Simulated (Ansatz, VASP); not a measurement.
# One calculation of Sn, two programs

```
CELL_PARAMETERS angstrom
3.15262 0.00000 0.00000
-1.57631 4.12793 0.00000
0.00000 0.00000 27.38380
ATOMIC_POSITIONS crystal
Sn 0.50000 0.00000 0.27546
Sn 0.50000 0.50000 0.34737
Sn 0.00000 0.00000 0.42538
Sn 0.00000 0.50000 0.50008
Sn 0.50000 0.00000 0.57466
Sn 0.50000 0.50000 0.65263
Sn 0.00000 0.00000 0.72442
```

Alike in both runs: functional PBEsol; k mesh 12 × 9 × 1; occupations gaussian, width 0.1 eV; no spin polarisation.

Ansatz relaxed the structure, and its values are those at the end. VASP's run is a single point on that final structure, the one shown.

```csv
,VASP,Ansatz
version,VASP 6.6.1,Ansatz 0.2.0
potentials or method,"VASP PAW PBE potentials, release 64 (Sn_d), cutoff 520 eV","scalar-relativistic, plane waves, PAW"
valence electrons in the cell,98,98
```

Ansatz gave:

- gap on the k mesh at the Fermi level (eV): none
- rms of the force components (eV/Å): 0.005
- work function, face that differs most (eV): 4.26

Q: Which values does VASP return?

A: gap on the k mesh at the Fermi level (eV): none; rms of the force components (eV/Å): 0.004; work function, face that differs most (eV): 4.26.

VASP's potentials were made for PBE, not for PBEsol. A gap of «none» marks a metal or a gap that the smearing closes. With one functional, cell and mesh, what is left measures potentials, basis and numerics. Ansatz's warnings: xc potential rough in thin density.
